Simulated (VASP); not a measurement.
# Hg (P6_3/mmc) in VASP: further runs

Hg is run at these levels: PBEsol+D3(BJ); tasks: single point.

Program: VASP 6.6.1. These are calculated values, not measurements. Logs are shortened: lines on timing, memory, paths and dates and some standing lists are left out, and cuts for length are marked.

### Step 1. The cell of the first run

It takes space group P6_3/mmc (No. 194, hexagonal). Conventional cell: a = 3.050 Å, b = 3.050 Å, c = 5.191 Å, α = 90.00°, β = 90.00°, γ = 120.00°. Within 4.0 Å of Hg (site symmetry -6m2) lie 12 Hg at 3.05 to 3.14 Å.

### Step 2. Single point, PBEsol+D3(BJ) (20.91 Å³/atom)

INCAR

```
SYSTEM = Hg
PREC = Accurate
ENCUT = 520
EDIFF = 1E-7
ISMEAR = 0
SIGMA = 0.15
LREAL = .False.
LASPH = .True.
NELM = 100
ALGO = Fast
ISIF = 2
LWAVE = .False.
LCHARG = .False.
GGA = PS
IVDW = 12
NBANDS = 19
```

KPOINTS

```
Automatic mesh
0
Gamma
  18 18 10
  0 0 0
```

POSCAR

```
Hg
1.0
    3.0496727647      0.0000000000      0.0000000000
   -1.5248363824      2.6410940875      0.0000000000
    0.0000000000      0.0000000000      5.1911529801
Hg
2
Direct
    0.6666666667      0.3333333333      0.7500000000
    0.3333333333      0.6666666667      0.2500000000
```

Potentials or basis: VASP PAW PBE potentials, release 64 (Hg).

Launch:

```
$ cat potpaw_PBE.64/Hg/POTCAR > POTCAR
$ mpirun -np 1 vasp_std > vasp.out
```

OUTCAR:

```text
SYSTEM = Hg
   PREC = Accurate
   ENCUT = 520
   EDIFF = 1E-7
   ISMEAR = 0
   LREAL = .False.
   LASPH = .True.
   NELM = 100
   ISIF = 2
   GGA = PS
   IVDW = 12
 IVDW          = 12

 ion  position               nearest neighbor table
   1  0.667  0.333  0.750-   2 3.14   2 3.14   2 3.14   2 3.14   2 3.14   2 3.14
   2  0.333  0.667  0.250-   1 3.14   1 3.14   1 3.14   1 3.14   1 3.14   1 3.14

  LATTYP: Found a hexagonal cell.
 ALAT       =     3.0496727647
 C/A-ratio  =     1.7022000000

  Lattice vectors:

 A1 = (   3.0496727647,   0.0000000000,   0.0000000000)
 A2 = (  -1.5248363824,   2.6410940875,   0.0000000000)
 A3 = (   0.0000000000,   0.0000000000,   5.1911529801)

Analysis of symmetry for initial positions (statically):
=====================================================================
 Subroutine PRICEL returns:
 Original cell was already a primitive cell.

 Routine SETGRP: Setting up the symmetry group for a
 hexagonal supercell.

 Subroutine GETGRP returns: Found 24 space group operations
 (whereof 12 operations were pure point group operations)
 out of a pool of 24 trial point group operations.

The static configuration has the point symmetry D_3d.
 The point group associated with its full space group is D_6h.

Analysis of symmetry for dynamics (positions and initial velocities):
=====================================================================
 Subroutine PRICEL returns:
 Original cell was already a primitive cell.

 Routine SETGRP: Setting up the symmetry group for a
 hexagonal supercell.

 Subroutine GETGRP returns: Found 24 space group operations
 (whereof 12 operations were pure point group operations)
 out of a pool of 24 trial point group operations.

The dynamic configuration has the point symmetry D_3d.
 The point group associated with its full space group is D_6h.

 Subroutine INISYM returns: Found 24 space group operations
 (whereof 12 operations are pure point group operations),
 and found     1 'primitive' translations

----------------------------------------------------------------------------------------

                                     Primitive cell

  volume of cell :      41.8120

  direct lattice vectors                    reciprocal lattice vectors
     3.049672765  0.000000000  0.000000000     0.327904033  0.189315482  0.000000000
    -1.524836382  2.641094087  0.000000000     0.000000000  0.378630964  0.000000000
     0.000000000  0.000000000  5.191152980     0.000000000  0.000000000  0.192635433

  length of vectors
     3.049672765  3.049672765  5.191152980     0.378630964  0.378630964  0.192635433

  position of ions in fractional coordinates (direct lattice)
     0.666666667  0.333333333  0.750000000
     0.333333333  0.666666667  0.250000000

  ion indices of the primitive-cell ions
   primitive index   ion index
                 1           1
                 2           2

----------------------------------------------------------------------------------------

 KPOINTS: Automatic mesh

Automatic generation of k-mesh.
 Grid dimensions read from file:
 generate k-points for:   18   18   10

 Generating k-lattice:

  Cartesian coordinates                     Fractional coordinates (reciprocal lattice)
     0.018216891  0.010517527  0.000000000     0.055555556  0.000000000  0.000000000
     0.000000000  0.021035054  0.000000000     0.000000000  0.055555556  0.000000000
     0.000000000  0.000000000  0.019263543     0.000000000  0.000000000  0.100000000

  Length of vectors
     0.021035054  0.021035054  0.019263543

  Shift w.r.t. Gamma in fractional coordinates (k-lattice)
     0.000000000  0.000000000  0.000000000

 Subroutine IBZKPT returns following result:
 ===========================================

 Found    222 irreducible k-points:

 Following reciprocal coordinates:
            Coordinates               Weight
  0.000000  0.000000  0.000000      1.000000
  0.055556 -0.000000  0.000000      6.000000
  0.111111 -0.000000  0.000000      6.000000
  0.166667  0.000000  0.000000      6.000000
  0.222222  0.000000  0.000000      6.000000
  0.277778  0.000000  0.000000      6.000000
[... 16 lines left out ...]
  0.333333  0.111111  0.000000     12.000000
  0.388889  0.111111  0.000000     12.000000
 [... further k-points ...]
   k-points           NKPTS =    222   k-points in BZ     NKDIM =    222   number of bands    NBANDS=     19
   number of dos      NEDOS =    301   number of ions     NIONS =      2
   total plane-waves  NPLWV =  23040
   dimension x,y,z NGX =    24 NGY =   24 NGZ =   40
   dimension x,y,z NGXF=    48 NGYF=   48 NGZF=   80
   ions per type =               2
   NGX,Y,Z   is equivalent  to a cutoff of  13.08, 13.08, 12.81 a.u.
   NGXF,Y,Z  is equivalent  to a cutoff of  26.17, 26.17, 25.62 a.u.
 SYSTEM =  Hg
   PREC   = accura    normal or accurate (medium, high low for compatibility)
   ISTART =      0    job   : 0-new  1-cont  2-samecut
   ICHARG =      2    charge: 1-file 2-atom 10-const
   ISPIN  =      1    spin polarized calculation?
   LNONCOLLINEAR =      F non collinear calculations
   LSORBIT =      F    spin-orbit coupling
   LASPH  =      T    aspherical Exc in radial PAW
   ENCUT  =  520.0 eV  38.22 Ry    6.18 a.u.   5.67  5.67  9.65*2*pi/ulx,y,z
   NELM   =    100;   NELMIN=  2; NELMDL= -5     # of ELM steps
   EDIFF  = 0.1E-06   stopping-criterion for ELM
   LREAL  =      F    real-space projection
   EDIFFG = 0.1E-05   stopping-criterion for IOM
   NSW    =      0    number of steps for IOM
   IBRION =     -1    ionic relax: 0-MD 1-quasi-New 2-CG
   NFREE  =      0    steps in history (QN), initial steepest desc. (CG)
   ISIF   =      2    stress and relaxation
   ISYM   =      2    0-nonsym 1-usesym 2-fastsym
   POTIM  = 0.5000    time-step for ionic-motion
   TEBEG  =    0.0;   TEEND  =   0.0 temperature during run
   PSTRESS=    0.0 pullay stress
   NELECT =      24.0000    total number of electrons
   NUPDOWN=      -1.0000    fix difference up-down
   EMIN   =  10.00;   EMAX   =-10.00  energy-range for DOS
   EFERMI =   0.00;   METHOD = LEGACY
   ISMEAR =     0;   SIGMA  =   0.15  broadening in eV -4-tet -1-fermi 0-gaus
   EFERMI_NEDOS =   21; number of points for ismear=-14 and -15
   IALGO  =     68    algorithm
   IMIX   =      4    mixing-type and parameters
     AMIX     =   0.40;   BMIX     =  1.00
     AMIX_MAG =   1.60;   BMIX_MAG =  1.00
  volume/ion in A,a.u.               =      20.91       141.08
  Fermi-wavevector in a.u.,A,eV,Ry     =   1.360541  2.571049 25.185357  1.851072
  Thomas-Fermi vector in A             =   2.487194
   LORBIT       =      0    0 simple, 1 ext, 2 COOP (PROOUT), +10 PAW based schemes
   GGA     = PS    functional components
   LHFCALC =     F    Hartree Fock is set to
   AEXX    =    0.0000 exact exchange contribution
   IVDW    =    12    specifies the selected vdW correction
   LEPSILON=     F    determine dielectric tensor
   LRPA    =     F    only Hartree local field effects (RPA)
 non-spin polarized calculation
 RMM-DIIS sequential band-by-band and
 Gauss-broadening in eV      SIGMA  =   0.15
  energy-cutoff  :      520.00
  volume of cell :       41.81
 maximum number of plane-waves:      1138
 NGX is ok and might be reduce to    24
   NGX = 11   NGY = 11   NGZ = 19

 number of electron      24.0000000 magnetization

 Free energy of the ion-electron system (eV)
  ---------------------------------------------------
  ext. energy  EPLUGINS =         0.00000000
  ---------------------------------------------------
  free energy    TOTEN  =        -0.97793770 eV

  energy without entropy =       -0.96780098  energy(sigma->0) =       -0.97286934

 E-fermi :   3.6383     XC(G=0): -11.7287

 val. band max:        3.6326962715   @ k =   0.3889   0.0556   0.1000
 cond. band min:       3.6584447902   @ k =   0.2778   0.2778   0.3000
 fundamental gap:      0.0257485187
 Fermi energy:         3.6382907241

 k-point     1 :       0.0000    0.0000    0.0000
  band No.  band energies     occupation
      1      -6.5733      2.00000
      2      -5.2428      2.00000
      3      -3.9721      2.00000
      4      -3.7629      2.00000
      5      -3.7629      2.00000
      6      -3.6116      2.00000
[... 11 lines left out ...]
     18      18.9075      0.00000
     19      20.4778      0.00000

 k-point     2 :       0.0556   -0.0000    0.0000
  band No.  band energies     occupation
      1      -6.4915      2.00000
      2      -5.1882      2.00000
      3      -3.9773      2.00000
      4      -3.7563      2.00000
      5      -3.7223      2.00000
      6      -3.6278      2.00000
[... 11 lines left out ...]
     18      19.2631      0.00000
     19      20.8416      0.00000

 k-point     3 :       0.1111   -0.0000    0.0000
  band No.  band energies     occupation
      1      -6.2525      2.00000
      2      -5.0381      2.00000
      3      -4.0064      2.00000
      4      -3.7309      2.00000
      5      -3.6475      2.00000
      6      -3.6037      2.00000
[... 11 lines left out ...]
     18      19.6557      0.00000
     19      19.9397      0.00000

 k-point     4 :       0.1667    0.0000    0.0000
  band No.  band energies     occupation
      1      -5.8803      2.00000
      2      -4.8448      2.00000
      3      -4.0383      2.00000
      4      -3.7654      2.00000
      5      -3.5383      2.00000
      6      -3.5185      2.00000
[... 407 lines left out ...]
     18      16.3767      0.00000
     19      16.5687      0.00000

 k-point    23 :       0.3333    0.1111    0.0000
  band No.  band energies     occupation
      1      -4.7784      2.00000
      2      -4.6566      2.00000
      3      -4.4692      2.00000
      4      -3.7350      2.00000
      5      -3.5052      2.00000
      6      -3.4593      2.00000
[... 11 lines left out ...]
     18      15.8176      0.00000
     19      16.2118      0.00000

 k-point    24 :       0.3889    0.1111    0.0000
  band No.  band energies     occupation
      1      -4.8442      2.00000
      2      -4.6718      2.00000
      3      -4.5695      2.00000
      4      -3.7401      2.00000
      5      -3.5405      2.00000
      6      -3.4195      2.00000
[... 11 lines left out ...]
     18      15.4560      0.00000
     19      15.9953      0.00000

 [... further k-points ...]

------------------------ aborting loop because EDIFF is reached ----------------------------------------

 Edisp (eV)   -0.95895

 E8    (eV) :    -0.6509

  FORCE on cell =-STRESS in cart. coord.  units (eV):
  Direction    XX          YY          ZZ          XY          YZ          ZX
  --------------------------------------------------------------------------------------
  -------------------------------------------------------------------------------------
  Total       0.80215     0.80215     0.81567    -0.00000    -0.00000     0.00000
  in kB      30.73735    30.73735    31.25521    -0.00000    -0.00000     0.00000
  external pressure =       30.91 kB  Pullay stress =        0.00 kB

 VOLUME and BASIS-vectors are now :
 -----------------------------------------------------------------------------
  energy-cutoff  :      520.00
  volume of cell :       41.81
      direct lattice vectors                 reciprocal lattice vectors
     3.049672765  0.000000000  0.000000000     0.327904033  0.189315482  0.000000000
    -1.524836382  2.641094087  0.000000000     0.000000000  0.378630964  0.000000000
     0.000000000  0.000000000  5.191152980     0.000000000  0.000000000  0.192635433

 POSITION                                       TOTAL-FORCE (eV/Angst)
 -----------------------------------------------------------------------------------
      1.52484      0.88036      3.89336         0.000000     -0.000000      0.000000
     -0.00000      1.76073      1.29779        -0.000000      0.000000     -0.000000
 -----------------------------------------------------------------------------------
    total drift:                               -0.000000      0.000000     -0.000000

  FREE ENERGIE OF THE ION-ELECTRON SYSTEM (eV)
  ---------------------------------------------------
  free  energy   TOTEN  =        -1.9368894364 eV

  energy  without entropy=       -1.9267527107  energy(sigma->0) =       -1.93182107
```

Wall time 3.2 min (1 thread of Intel Xeon 8259CL, shared host); peak memory 0.28 GiB.

Results:

| Item | Value |
| --- | --- |
| Free energy | -1.9369 eV |
| Pressure | 3.1 GPa |
| Band gap on the k mesh | zero (bands 12 and 13 overlap by 2.26 eV) |
| Dispersion energy per atom | -0.479 eV |

Levels at points of the mesh, in eV from the Fermi level:
| k point | band 8 | band 9 | band 10 | band 11 | band 12 | band 13 | band 14 | band 15 | band 16 | band 17 |
| --- | --- | --- | --- | --- | --- | --- | --- | --- | --- | --- |
| (0.00, 0.00, 0.00) | -6.81 | -6.81 | -6.08 | -6.08 | -2.48 | -1.84 | 13.53 | 13.74 | 14.27 | 14.27 |
| (0.50, 0.00, 0.00) | -5.99 | -5.87 | -5.78 | -2.45 | -2.16 | 2.64 | 2.91 | 4.01 | 7.44 | 7.68 |
| (0.00, 0.00, 0.50) | -7.20 | -6.34 | -6.34 | -6.34 | -6.34 | 6.30 | 6.30 | 13.82 | 13.82 | 15.22 |
| (0.50, 0.00, 0.50) | -6.08 | -5.82 | -5.82 | -1.53 | -1.53 | -0.24 | -0.24 | 9.84 | 9.84 | 10.05 |

Caveat: the cell stands under pressure; the PAW data sets were made with another functional, which shifts forces and pressure a little; spin-orbit coupling is left out, which moves the levels of the heavy elements.

### Step 3. Single point, PBEsol+D3(BJ) (20.91 Å³/atom)

INCAR

```
SYSTEM = Hg
PREC     = Accurate       ! precision mode
ENCUT    = 520            ! plane-wave cutoff, eV
EDIFF    = 1E-6           ! SCF threshold, eV
ISMEAR   = 0              ! smearing method
SIGMA    = 0.15           ! smearing width, eV
LREAL    = .FALSE.        ! projectors in reciprocal space
LASPH    = .TRUE.         ! aspherical terms in the spheres
NELM     = 80             ! most SCF steps
ALGO     = Fast           ! electronic algorithm
ISIF     = 2              ! what is computed and relaxed
LWAVE    = .FALSE.        ! write WAVECAR
LCHARG   = .FALSE.        ! write CHGCAR
GGA      = PS             ! functional
IVDW     = 12             ! dispersion correction
NBANDS   = 19             ! bands
```

KPOINTS

```
regular mesh
0
G
  18 18 10
  0 0 0
```

POSCAR

```
Hg
1.0
    3.1323097933      0.0000000000      0.0000000000
   -1.5661548967      2.7126598536      0.0000000000
    0.0000000000      0.0000000000      4.9208586853
Hg
2
Direct
    0.6666666667      0.3333333333      0.7500000000
    0.3333333333      0.6666666667      0.2500000000
```

Potentials or basis: VASP PAW PBE potentials, release 64 (Hg).

Launch:

```
$ cat potpaw_PBE.64/Hg/POTCAR > POTCAR
$ mpirun -np 1 vasp_std > vasp.out
```

Run time: 2.9 min. Hardware: 1 thread of Intel Xeon 8259CL, shared host; peak memory 0.28 GiB.

The run converged. Its results:

```yaml
Free_energy: -1.9362 eV
Pressure: 3.4 GPa
Band_gap_on_the_k_mesh: zero (bands 12 and 13 overlap by 1.35 eV)
Dispersion_energy_per_atom: -0.480 eV
```

Stress tensor (GPa, compression positive):
```
3.21 0.00 0.00
0.00 3.21 0.00
0.00 0.00 3.70
```

Levels at points of the mesh, in eV from the Fermi level:
| k point | band 8 | band 9 | band 10 | band 11 | band 12 | band 13 | band 14 | band 15 | band 16 | band 17 |
| --- | --- | --- | --- | --- | --- | --- | --- | --- | --- | --- |
| (0.00, 0.00, 0.00) | -7.03 | -7.03 | -6.04 | -6.04 | -2.04 | -0.89 | 12.95 | 13.03 | 13.03 | 14.89 |
| (0.50, 0.00, 0.00) | -6.04 | -5.89 | -5.85 | -2.77 | -2.60 | 3.30 | 3.43 | 4.25 | 6.81 | 7.80 |
| (0.00, 0.00, 0.50) | -7.12 | -6.32 | -6.32 | -6.32 | -6.32 | 7.94 | 7.94 | 13.20 | 13.20 | 14.15 |
| (0.50, 0.00, 0.50) | -6.05 | -5.94 | -5.94 | -1.71 | -1.71 | -0.31 | -0.31 | 9.53 | 9.53 | 10.99 |

Caveat: the cell stands under pressure; the PAW data sets were made with another functional, which shifts forces and pressure a little; spin-orbit coupling is left out, which moves the levels of the heavy elements.

[end of part 1 of 2]
